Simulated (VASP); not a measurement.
TiAl: single point with PBE0

The system is TiAl.

```
Ti Al
1.0
     3.17906    0.00000    0.00000
     0.00000    3.17906    0.00000
     0.00000    0.00000    3.17906
Ti Al
1 1
Direct
  0.00000 0.00000 0.00000
  0.50000 0.50000 0.50000
```

* Program: VASP 6.6.1
* Task: single point
* Functional: PBE0
* Potentials or basis: VASP PAW PBE potentials, release 64 (Ti_sv, Al)
* Cutoff: 520 eV
* k mesh: 6 × 6 × 6
* Occupations: fermi-dirac, width 0.05 eV
* Spin: no spin polarisation
* Dipole correction: no
* Grid for exact exchange (PRECFOCK): Normal
* Further INCAR settings: ALGO = Normal; EDIFF = 1e-06; NBANDS = 14
* Share of exact exchange: 0.25

| Quantity | Value |
| --- | --- |
| Pressure | -2.7 GPa |
| Band gap on the k mesh | zero (an odd number of electrons rules out a gap without spin polarisation) |

Levels at points of the mesh, in eV from the Fermi level:
```csv
k point,band 3,band 4,band 5,band 6,band 7,band 8,band 9,band 10,band 11,band 12
"(0.00, 0.00, 0.00)",-37.12,-37.12,-11.57,-2.79,-2.79,2.76,2.76,2.76,4.88,4.88
"(0.50, 0.00, 0.00)",-37.10,-37.10,-7.89,-7.00,-1.74,0.63,0.63,3.01,3.53,6.94
"(0.50, 0.50, 0.00)",-37.30,-37.09,-6.54,-3.46,-3.46,-2.76,1.42,1.42,3.23,5.33
"(0.50, 0.50, 0.50)",-37.27,-37.27,-4.32,-4.32,-4.32,0.85,3.14,3.14,3.14,3.30
```

It took 25 min on 1 thread of Intel(R) Xeon(R) Platinum 8488C (Sapphire Rapids), with other jobs on the host, peak memory 0.16 GiB.

Caveat: the PAW data sets were made with another functional, which shifts forces and pressure a little.
